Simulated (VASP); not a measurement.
# BP in VASP: notebook

The runs below take BP through single point, with PBE.

Program: VASP 6.6.1. These are calculated values, not measurements. Logs are shortened: lines on timing, memory, paths and dates and some standing lists are left out, and cuts for length are marked.

### 1 The cell of the first run

It takes space group F-43m (No. 216, cubic). The conventional cell has a = 4.537 Å, b = 4.537 Å, c = 4.537 Å, α = 90.00°, β = 90.00°, γ = 90.00°. Within 2.6 Å of B (site symmetry -43m) lie 4 P at 1.96 Å. P (site symmetry -43m) has 4 B at 1.96 Å within 2.6 Å.

### 2 Single point, PBE

INCAR

```
PREC = Accurate
ENCUT = 520
EDIFF = 1E-6
ISMEAR = 0
SIGMA = 0.01
LREAL = F
LASPH = T
NELM = 80
ALGO = Normal
ISIF = 2
LWAVE = F
LCHARG = T
GGA = PE
LELF = T
LVHAR = T
NBANDS = 11
```

KPOINTS

```
regular mesh
0
Gamma
  6 6 6
```

POSCAR

```
BP
1.0
    0.0000000000      2.2683156689      2.2683156689
    2.2683156689      0.0000000000      2.2683156689
    2.2683156689      2.2683156689      0.0000000000
B P
1 1
Direct
    0.0000000000      0.0000000000      0.0000000000
    0.2500000000      0.2500000000      0.2500000000
```

Potentials or basis: VASP PAW PBE potentials, release 64 (B, P).

On the command line:

```bash
cat potpaw_PBE.64/B/POTCAR potpaw_PBE.64/P/POTCAR > POTCAR
mpirun -np 1 vasp_std > vasp.out
```

OUTCAR:

```text
PREC = Accurate
   ENCUT = 520
   EDIFF = 1E-6
   ISMEAR = 0
   LREAL = F
   LASPH = T
   NELM = 80
   ISIF = 2
   GGA = PE

 ion  position               nearest neighbor table
   1  0.000  0.000  0.000-   2 1.96   2 1.96   2 1.96   2 1.96
   2  0.250  0.250  0.250-   1 1.96   1 1.96   1 1.96   1 1.96

  LATTYP: Found a face centered cubic cell.
 ALAT       =     4.5366313378

  Lattice vectors:

 A1 = (   0.0000000000,   2.2683156689,   2.2683156689)
 A2 = (   2.2683156689,   0.0000000000,   2.2683156689)
 A3 = (   2.2683156689,   2.2683156689,   0.0000000000)

Analysis of symmetry for initial positions (statically):
=====================================================================
 Subroutine PRICEL returns:
 Original cell was already a primitive cell.

 Routine SETGRP: Setting up the symmetry group for a
 face centered cubic supercell.

 Subroutine GETGRP returns: Found 24 space group operations
 (whereof 24 operations were pure point group operations)
 out of a pool of 48 trial point group operations.

The static configuration has the point symmetry T_d .

Analysis of symmetry for dynamics (positions and initial velocities):
=====================================================================
 Subroutine PRICEL returns:
 Original cell was already a primitive cell.

 Routine SETGRP: Setting up the symmetry group for a
 face centered cubic supercell.

 Subroutine GETGRP returns: Found 24 space group operations
 (whereof 24 operations were pure point group operations)
 out of a pool of 48 trial point group operations.

The dynamic configuration has the point symmetry T_d .

 Subroutine INISYM returns: Found 24 space group operations
 (whereof 24 operations are pure point group operations),
 and found     1 'primitive' translations

----------------------------------------------------------------------------------------

                                     Primitive cell

  volume of cell :      23.3421

  direct lattice vectors                    reciprocal lattice vectors
     0.000000000  2.268315669  2.268315669    -0.220427874  0.220427874  0.220427874
     2.268315669  0.000000000  2.268315669     0.220427874 -0.220427874  0.220427874
     2.268315669  2.268315669  0.000000000     0.220427874  0.220427874 -0.220427874

  length of vectors
     3.207882783  3.207882783  3.207882783     0.381792277  0.381792277  0.381792277

  position of ions in fractional coordinates (direct lattice)
     0.000000000  0.000000000  0.000000000
     0.250000000  0.250000000  0.250000000

  ion indices of the primitive-cell ions
   primitive index   ion index
                 1           1
                 2           2

----------------------------------------------------------------------------------------

 KPOINTS: regular mesh

Automatic generation of k-mesh.
 Grid dimensions read from file:
 generate k-points for:    6    6    6

 Generating k-lattice:

  Cartesian coordinates                     Fractional coordinates (reciprocal lattice)
    -0.036737979  0.036737979  0.036737979     0.166666667  0.000000000  0.000000000
     0.036737979 -0.036737979  0.036737979     0.000000000  0.166666667  0.000000000
     0.036737979  0.036737979 -0.036737979     0.000000000  0.000000000  0.166666667

  Length of vectors
     0.063632046  0.063632046  0.063632046

  Shift w.r.t. Gamma in fractional coordinates (k-lattice)
     0.000000000  0.000000000  0.000000000

 Subroutine IBZKPT returns following result:
 ===========================================

 Found     16 irreducible k-points:

 Following reciprocal coordinates:
            Coordinates               Weight
  0.000000  0.000000  0.000000      1.000000
  0.166667  0.000000  0.000000      8.000000
  0.333333  0.000000  0.000000      8.000000
  0.500000  0.000000  0.000000      4.000000
  0.166667  0.166667  0.000000      6.000000
  0.333333  0.166667  0.000000     24.000000
[... 8 lines left out ...]
 -0.333333  0.333333  0.166667     24.000000
 -0.333333  0.500000  0.166667     12.000000
   k-points           NKPTS =     16   k-points in BZ     NKDIM =     16   number of bands    NBANDS=     11
   number of dos      NEDOS =    301   number of ions     NIONS =      2
   total plane-waves  NPLWV =  13824
   dimension x,y,z NGX =    24 NGY =   24 NGZ =   24
   dimension x,y,z NGXF=    48 NGYF=   48 NGZF=   48
   ions per type =               1   1
   NGX,Y,Z   is equivalent  to a cutoff of  12.44, 12.44, 12.44 a.u.
   NGXF,Y,Z  is equivalent  to a cutoff of  24.88, 24.88, 24.88 a.u.
 SYSTEM =  unknown system
   PREC   = accura    normal or accurate (medium, high low for compatibility)
   ISTART =      0    job   : 0-new  1-cont  2-samecut
   ICHARG =      2    charge: 1-file 2-atom 10-const
   ISPIN  =      1    spin polarized calculation?
   LNONCOLLINEAR =      F non collinear calculations
   LSORBIT =      F    spin-orbit coupling
   LASPH  =      T    aspherical Exc in radial PAW
   ENCUT  =  520.0 eV  38.22 Ry    6.18 a.u.   5.96  5.96  5.96*2*pi/ulx,y,z
   NELM   =     80;   NELMIN=  2; NELMDL= -5     # of ELM steps
   EDIFF  = 0.1E-05   stopping-criterion for ELM
   LREAL  =      F    real-space projection
   EDIFFG = 0.1E-04   stopping-criterion for IOM
   NSW    =      0    number of steps for IOM
   IBRION =     -1    ionic relax: 0-MD 1-quasi-New 2-CG
   NFREE  =      0    steps in history (QN), initial steepest desc. (CG)
   ISIF   =      2    stress and relaxation
   ISYM   =      2    0-nonsym 1-usesym 2-fastsym
   POTIM  = 0.5000    time-step for ionic-motion
   TEBEG  =    0.0;   TEEND  =   0.0 temperature during run
   PSTRESS=    0.0 pullay stress
   NELECT =       8.0000    total number of electrons
   NUPDOWN=      -1.0000    fix difference up-down
   EMIN   =  10.00;   EMAX   =-10.00  energy-range for DOS
   EFERMI =   0.00;   METHOD = LEGACY
   ISMEAR =     0;   SIGMA  =   0.01  broadening in eV -4-tet -1-fermi 0-gaus
   EFERMI_NEDOS =   21; number of points for ismear=-14 and -15
   IALGO  =     38    algorithm
   IMIX   =      4    mixing-type and parameters
     AMIX     =   0.40;   BMIX     =  1.00
     AMIX_MAG =   1.60;   BMIX_MAG =  1.00
  volume/ion in A,a.u.               =      11.67        78.76
  Fermi-wavevector in a.u.,A,eV,Ry     =   1.145666  2.164995 17.858333  1.312550
  Thomas-Fermi vector in A             =   2.282353
   LORBIT       =      0    0 simple, 1 ext, 2 COOP (PROOUT), +10 PAW based schemes
   GGA     = PE    functional components
   LHFCALC =     F    Hartree Fock is set to
   AEXX    =    0.0000 exact exchange contribution
   IVDW    =     0    specifies the selected vdW correction
   LEPSILON=     F    determine dielectric tensor
   LRPA    =     F    only Hartree local field effects (RPA)
 non-spin polarized calculation
 Gauss-broadening in eV      SIGMA  =   0.01
  energy-cutoff  :      520.00
  volume of cell :       23.34
 maximum number of plane-waves:       636
   NGX = 11   NGY = 11   NGZ = 11

 number of electron       8.0000000 magnetization

 Free energy of the ion-electron system (eV)
  ---------------------------------------------------
  ext. energy  EPLUGINS =         0.00000000
  ---------------------------------------------------
  free energy    TOTEN  =       -12.91318164 eV

  energy without entropy =      -12.91318164  energy(sigma->0) =      -12.91318164

 E-fermi :   7.5761     XC(G=0): -10.9082

 val. band max:        7.4497409077   @ k =   0.0000   0.0000   0.0000
 cond. band min:       8.7769161527   @ k =   0.5000   0.5000   0.0000
 fundamental gap:      1.3271752451
 Fermi energy:         7.5761128808

 k-point     1 :       0.0000    0.0000    0.0000
  band No.  band energies     occupation
      1      -8.0209      2.00000
      2       7.4497      2.00000
      3       7.4497      2.00000
      4       7.4497      2.00000
      5      10.8490      0.00000
      6      10.8490      0.00000
      7      10.8490      0.00000
      8      14.8380      0.00000
      9      18.9669      0.00000
     10      19.5771      0.00000
     11      19.5771      0.00000

 k-point     2 :       0.1667    0.0000    0.0000
  band No.  band energies     occupation
      1      -7.5227      2.00000
      2       4.6104      2.00000
      3       6.7837      2.00000
      4       6.7837      2.00000
      5      11.4726      0.00000
      6      11.7553      0.00000
      7      11.7553      0.00000
      8      16.1222      0.00000
      9      18.3891      0.00000
     10      18.3891      0.00000
     11      20.2076      0.00000

 k-point     3 :       0.3333    0.0000    0.0000
  band No.  band energies     occupation
      1      -6.1044      2.00000
      2       0.7128      2.00000
      3       5.9798      2.00000
      4       5.9798      2.00000
      5      11.3518      0.00000
      6      12.3067      0.00000
      7      12.3067      0.00000
      8      17.5614      0.00000
      9      19.3413      0.00000
     10      19.3413      0.00000
     11      20.8858      0.00000

 k-point     4 :       0.5000    0.0000    0.0000
  band No.  band energies     occupation
      1      -4.6933      2.00000
      2      -1.5923      2.00000
      3       5.6903      2.00000
      4       5.6903      2.00000
      5      11.2353      0.00000
      6      12.1607      0.00000
      7      12.1607      0.00000
      8      17.5775      0.00000
      9      22.0787      0.00000
     10      22.0787      0.00000
     11      22.2874      0.00000
[... 127 lines left out ...]
 k-point    14 :       0.5000    0.3333    0.1667
  band No.  band energies     occupation
      1      -4.8804      2.00000
      2       0.9196      2.00000
      3       2.4380      2.00000
      4       4.1817      2.00000
      5      11.4563      0.00000
      6      12.9894      0.00000
      7      13.9261      0.00000
      8      16.9715      0.00000
      9      20.1721      0.00000
     10      21.0216      0.00000
     11      25.1673      0.00000

 k-point    15 :      -0.3333    0.3333    0.1667
  band No.  band energies     occupation
      1      -3.5757      2.00000
      2      -0.6731      2.00000
      3       1.9431      2.00000
      4       3.4695      2.00000
      5      11.9617      0.00000
      6      13.1571      0.00000
      7      16.0622      0.00000
      8      16.6206      0.00000
      9      17.9453      0.00000
     10      22.2850      0.00000
     11      25.0111      0.00000

 k-point    16 :      -0.3333    0.5000    0.1667
  band No.  band energies     occupation
      1      -2.9614      2.00000
      2      -0.7793      2.00000
      3       2.1427      2.00000
      4       2.2663      2.00000
      5      11.2802      0.00000
      6      11.8993      0.00000
      7      16.5807      0.00000
      8      17.2357      0.00000
      9      20.3986      0.00000
     10      23.6540      0.00000
     11      23.9374      0.00000

------------------------ aborting loop because EDIFF is reached ----------------------------------------

  FORCE on cell =-STRESS in cart. coord.  units (eV):
  Direction    XX          YY          ZZ          XY          YZ          ZX
  --------------------------------------------------------------------------------------
  -------------------------------------------------------------------------------------
  Total        0.1716775      0.1716775      0.1716775      0.0000000      0.0000000     -0.0000000
  in kB       11.7837511     11.7837511     11.7837511      0.0000000      0.0000000     -0.0000000
  external PRESSURE =      11.7837511 kB  Pullay stress =       0.0000000 kB

 VOLUME and BASIS-vectors are now :
 -----------------------------------------------------------------------------
  energy-cutoff  :      520.00
  volume of cell :       23.34
      direct lattice vectors                 reciprocal lattice vectors
     0.000000000  2.268315669  2.268315669    -0.220427874  0.220427874  0.220427874
     2.268315669  0.000000000  2.268315669     0.220427874 -0.220427874  0.220427874
     2.268315669  2.268315669  0.000000000     0.220427874  0.220427874 -0.220427874

 POSITION                                       TOTAL-FORCE (eV/Angst)
 -----------------------------------------------------------------------------------
      0.00000      0.00000      0.00000        -0.000000     -0.000000     -0.000000
      1.13416      1.13416      1.13416         0.000000      0.000000      0.000000
 -----------------------------------------------------------------------------------
    total drift:                                0.000000      0.000000      0.000000

  FREE ENERGIE OF THE ION-ELECTRON SYSTEM (eV)
  ---------------------------------------------------
  free  energy   TOTEN  =       -12.9131816366 eV

  energy  without entropy=      -12.9131816366  energy(sigma->0) =      -12.91318164
```

Run time: 5 s. Hardware: 1 thread of Intel Xeon Platinum 8488C (Sapphire Rapids), shared host; peak memory 0.13 GiB.

What came out:

| Quantity | Value |
| --- | --- |
| Free energy | -12.9132 eV |
| Pressure | 1.2 GPa |
| Band gap on the k mesh | 1.33 eV, indirect (least direct gap 3.40 eV) |

A k mesh can miss the band edges. Expect the measured gap to be larger: semilocal functionals such as PBE lack the derivative discontinuity.

### 3 Single point, PBE (epitaxial xy strain -4.0%)

INCAR

```
SYSTEM = BP
PREC = Accurate
ENCUT = 520
EDIFF = 1E-6
ISMEAR = 0
SIGMA = 0.01
LREAL = .False.
LASPH = .True.
NELM = 100
ALGO = Normal
ISIF = 2
LWAVE = .False.
LCHARG = .False.
GGA = PE
NBANDS = 11
```

KPOINTS

```
Automatic mesh
0
Gamma
  6 6 6
  0 0 0
```

POSCAR

```
BP
1.0
    0.0000000000      2.1775830422      2.3052611178
    2.1775830422      0.0000000000      2.3052611178
    2.1775830422      2.1775830422      0.0000000000
B P
1 1
Direct
    0.0000000000      0.0000000000      0.0000000000
    0.2500000000      0.2500000000      0.2500000000
```

Potentials or basis: VASP PAW PBE potentials, release 64 (B, P).

On the command line:

```bash
cat potpaw_PBE.64/B/POTCAR potpaw_PBE.64/P/POTCAR > POTCAR
mpirun -np 1 vasp_std > vasp.out
```

Wall time 4.7 s (1 thread of Intel Xeon Platinum 8488C (Sapphire Rapids), shared host); peak memory 0.14 GiB.

The run converged. Its results:

| Quantity | Value |
| --- | --- |
| Free energy | -12.8041 eV |
| Pressure | 13.4 GPa |
| Band gap on the k mesh | 0.79 eV, indirect (least direct gap 3.21 eV) |

Stress tensor (GPa, compression positive):
```
19.15  0.00  0.00
 0.00 19.15  0.00
 0.00  0.00  1.90
```

Levels at points of the mesh, in eV from the valence-band top:
```tsv
k point	band 1	band 2	band 3	band 4	band 5	band 6	band 7	band 8
(0.00, 0.00, 0.00)	-16.28	-0.62	0.00	0.00	3.21	3.21	3.52	8.12
(0.50, 0.00, 0.00)	-12.68	-9.73	-2.45	-1.64	3.40	4.82	4.86	10.19
(0.50, 0.50, 0.00)	-11.47	-9.49	-4.13	-4.13	1.42	1.97	12.57	12.57
(0.50, 0.00, 0.50)	-10.85	-8.96	-4.82	-4.69	0.79	1.11	11.73	13.08
```

Caveat: the cell differs from its parent crystal (epitaxial xy strain -4.0%). A k mesh can miss the band edges.

### 4 Single point, PBE (epitaxial xy strain -3.0%)

INCAR

```
ALGO     = Normal         # electronic algorithm
EDIFF    = 1E-7           # SCF threshold, eV
ENCUT    = 520            # plane-wave cutoff, eV
GGA      = PE             # functional
ISIF     = 2              # what is computed and relaxed
ISMEAR   = 0              # smearing method
LASPH    = True           # aspherical terms in the spheres
LCHARG   = True           # write CHGCAR
LELF     = True           # ELF
LREAL    = False          # projectors in reciprocal space
LVHAR    = True         
LWAVE    = False          # write WAVECAR
NBANDS   = 11             # bands
NELM     = 100            # most SCF steps
PREC     = Accurate       # precision mode
SIGMA    = 0.01           # smearing width, eV
```

KPOINTS

```
k-points
0
Gamma
  6 6 6
```

POSCAR

```
BP
1.0
    0.0000000000      2.2002661989      2.2961117116
    2.2002661989      0.0000000000      2.2961117116
    2.2002661989      2.2002661989      0.0000000000
B P
1 1
Direct
    0.0000000000      0.0000000000      0.0000000000
    0.2500000000      0.2500000000      0.2500000000
```

Potentials or basis: VASP PAW PBE potentials, release 64 (B, P).

On the command line:

```bash
cat potpaw_PBE.64/B/POTCAR potpaw_PBE.64/P/POTCAR > POTCAR
mpirun -np 1 vasp_std > vasp.out
```

OUTCAR:

```text
EDIFF = 1E-7
   ENCUT = 520
   GGA = PE
   ISIF = 2
   ISMEAR = 0
   LASPH = True
   LREAL = False
   NELM = 100
   PREC = Accurate

 ion  position               nearest neighbor table
   1  0.000  0.000  0.000-   2 1.93   2 1.93   2 1.93   2 1.93
   2  0.250  0.250  0.250-   1 1.93   1 1.93   1 1.93   1 1.93

  LATTYP: Found a body centered tetragonal cell.
 ALAT       =     3.1116462993
 C/A-ratio  =     1.4758179373

  Lattice vectors:

 A1 = (  -2.2002661989,   0.0000000000,   2.2961117116)
[... 512 lines left out ...]
      5       9.7342      0.00000
      6      12.0177      0.00000
      7      17.8508      0.00000
      8      19.1118      0.00000
      9      22.1689      0.00000
     10      23.7403      0.00000
     11      26.3664      0.00000

 [... further k-points ...]
[... 5 lines left out ...]
  --------------------------------------------------------------------------------------
  -------------------------------------------------------------------------------------
  Total        1.9688962      1.9688962      0.2346631      0.0000000      0.0000000     -0.0000000
  in kB      141.8926653    141.8926653     16.9114950      0.0000000      0.0000000     -0.0000000
  external PRESSURE =     100.2322752 kB  Pullay stress =       0.0000000 kB

 VOLUME and BASIS-vectors are now :
 -----------------------------------------------------------------------------
  energy-cutoff  :      520.00
  volume of cell :       22.23
      direct lattice vectors                 reciprocal lattice vectors
     0.000000000  2.200266199  2.296111712    -0.227245231  0.227245231  0.217759440
     2.200266199  0.000000000  2.296111712     0.227245231 -0.227245231  0.217759440
     2.200266199  2.200266199  0.000000000     0.227245231  0.227245231 -0.217759440

 POSITION                                       TOTAL-FORCE (eV/Angst)
 -----------------------------------------------------------------------------------
      0.00000      0.00000      0.00000        -0.000000     -0.000000     -0.000000
      1.10013      1.10013      1.14806         0.000000      0.000000      0.000000
 -----------------------------------------------------------------------------------
    total drift:                               -0.000000     -0.000000      0.000000

  FREE ENERGIE OF THE ION-ELECTRON SYSTEM (eV)
  ---------------------------------------------------
  free  energy   TOTEN  =       -12.8507189418 eV

  energy  without entropy=      -12.8507189418  energy(sigma->0) =      -12.85071894
```

Run time: 4.6 s. Hardware: 1 thread of Intel Xeon Platinum 8488C (Sapphire Rapids), shared host; peak memory 0.13 GiB.

What came out:

- Free energy: -12.8507 eV
- Pressure: 10.0 GPa
- Band gap on the k mesh: 0.93 eV, indirect (least direct gap 3.26 eV)

Caveat: the cell differs from its parent crystal (epitaxial xy strain -3.0%).

### 5 Summary

| cell | gap on the mesh (eV) | pressure (GPa) |
| --- | --- | --- |
| a = 3.208 Å, angles 60.0°, 2 atoms | 1.33 | 1.2 |
| a = 3.171, b = 3.171, c = 3.080 Å, angles 61.0, 61.0, 58.1°, 2 atoms | 0.79 | 13.4 |
| a = 3.180, b = 3.180, c = 3.112 Å, angles 60.7, 60.7, 58.6°, 2 atoms | 0.93 | 10.0 |

Alike in all rows: task single point; level PBE; potentials or basis VASP PAW PBE potentials, release 64 (B, P); no spin polarisation; k mesh 6 × 6 × 6; cutoff (eV) 520; smearing gaussian 0.01 eV.

Total energies depend on the potentials used, so only differences within one code and one set of settings carry meaning.
